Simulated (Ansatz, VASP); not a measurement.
**Si: VASP beside Ansatz**

```
Si
1.0
     4.13465    0.00000    0.00000
    -2.06732    3.00450    0.00000
     0.00000    0.00000    6.28912
Si
4
Direct
  0.33333 0.66667 0.06303
  0.66667 0.33333 0.56303
  0.33333 0.66667 0.43697
  0.66667 0.33333 0.93697
```

Change from the starting cell: strain +0.0875 x Voigt [1, -1, 0, 0, 0, 0], atoms carried along.

Alike in both runs: task single point; functional LDA; k mesh 12 × 12 × 6; occupations gaussian, width 0.03 eV; no spin polarisation.

|  | VASP | Ansatz |
| --- | --- | --- |
| version | VASP 6.6.1 | Ansatz 0.2.0 |
| potentials or method | VASP PAW LDA potentials, release 64 (Si), cutoff 520 eV | scalar-relativistic, plane waves, PAW |
| valence electrons in the cell | 16 | 16 |

VASP gave:

```
gap on the k mesh at the Fermi level (eV)                     : none
pressure (GPa)                                                : 2.6
traceless stress, the component that is largest in VASP (GPa) : 17.25
rms of the force components (eV/Å)                            : 1.221
```

Problem. Which values does Ansatz return?

Solution. gap on the k mesh at the Fermi level (eV): none; pressure (GPa): 2.6; traceless stress, the component that is largest in VASP (GPa): 17.18; rms of the force components (eV/Å): 1.218.

LDA's correlation is that of Perdew and Zunger in VASP and of Perdew and Wang (1992) in Ansatz. Atom by atom the forces differ by 0.003 eV/Å (rms over components). A gap of «none» marks a metal or a gap that the smearing closes.
